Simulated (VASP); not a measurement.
The system is Ni.

```xyz
1
Lattice="0.0000 1.7620 1.7620 1.7620 0.0000 1.7620 1.7620 1.7620 0.0000" Properties=species:S:1:pos:R:3 pbc="T T T"
Ni    0.0000    0.0000    0.0000
```

```yaml
Program: VASP 6.6.1
Task: relaxation of volume and atoms at fixed shape
Functional: LDA
Potentials_or_basis: VASP PAW LDA potentials, release 64 (Ni)
Cutoff: 600 eV
k_mesh: 18 × 18 × 18
Occupations: methfessel-paxton, width 0.1 eV
Spin: collinear spin, ferromagnetic start
Starting_moments: "[0.65] μB"
```

At the start: pressure -18.0 GPa; volume 10.94 Å³/atom.

Task: How do energy, volume and symmetry change on relaxing?

Result: Over 4 steps the energy falls by 56.5 meV/atom and the volume is 10.02 Å³/atom (-8.4 %); space group Fm-3m (No. 225, to 0.1 Å) before and after; moment 0.60 μB per cell.

Step by step:
```
step  energy change (eV)  largest force (eV/Å)  pressure (GPa)  volume (Å³)
   1              0.0000                0.0000          -18.03        10.94
   2              0.0236                0.0000           30.86         9.11
   3             -0.0564                0.0000           -0.40        10.04
   4             -0.0565                0.0000            0.01        10.02
```

Final structure:
```
Ni
1.0
     0.00000    1.71110    1.71110
     1.71110    0.00000    1.71110
     1.71110    1.71110    0.00000
Ni
1
Cartesian
  3.4222 3.4222 3.4222
```
